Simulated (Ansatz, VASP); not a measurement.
**One calculation of GaAs, two programs**

```xyz
2
Lattice="0.0000 2.8751 2.8751 2.8751 0.0000 2.8751 2.8751 2.8751 0.0000" Properties=species:S:1:pos:R:3 pbc="T T T"
Ga    0.0000    0.0000    0.0000
As    4.3126    4.3126    4.3126
```

Alike in both runs: task relaxation of cell and atoms; functional RPBE; k mesh 10 × 10 × 10; occupations gaussian, width 0.01 eV; no spin polarisation.

|  | VASP | Ansatz |
| --- | --- | --- |
| version | VASP 6.6.1 | Ansatz 0.2.0 |
| potentials or method | VASP PAW PBE potentials, release 64 (Ga_d, As) | scalar-relativistic, plane waves, PAW |
| plane-wave cutoff (eV) | 500 | 420 |
| valence electrons in the cell | 18 | 28 |

VASP gave:

```
gap on the k mesh at the Fermi level, each at its own relaxed structure (eV) : 0.05
relaxed volume (Å³/atom)                                                     : 24.49
relaxed cell length with the largest relative difference (Å)                 : 4.107
```

**Question.** Estimate Ansatz's values.

**Answer.** gap on the k mesh at the Fermi level, each at its own relaxed structure (eV): 0.07; relaxed volume (Å³/atom): 24.43; relaxed cell length with the largest relative difference (Å): 4.103.

VASP's potentials were made for PBE, not for RPBE. VASP's potentials hold 18 valence electrons a cell and Ansatz's 28, so a difference there can come from the potentials and not from the codes.
